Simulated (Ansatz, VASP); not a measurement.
K2Ir in VASP and in Ansatz

```
Ir K
1.0
     0.00000    3.79161    3.79161
     3.79161    0.00000    3.79161
     3.79161    3.79161    0.00000
Ir K
1 2
Cartesian
  0.0000 0.0000 0.0000
  1.8958 1.8958 1.8958
  5.6874 5.6874 5.6874
```

Alike in both runs: functional PBEsol; k mesh 8 × 8 × 8; occupations fermi-dirac, width 0.05 eV; no spin polarisation.

Ansatz relaxed the structure, and its values are those at the end. VASP's run is a single point on that final structure, the one shown.

```csv
,VASP,Ansatz
version,VASP 6.6.1,Ansatz 0.2.0
potentials or method,"VASP PAW PBE potentials, release 64 (Ir, K_sv), cutoff 520 eV","all-electron LAPW, scalar-relativistic"
```

```csv
,VASP,Ansatz,Ansatz less VASP
pressure (GPa),0.0,0.0,-0.04
```

VASP's potentials were made for PBE, not for PBEsol. Ansatz ran all-electron here, and VASP with PAW potentials.

Neither program's run includes spin-orbit coupling.
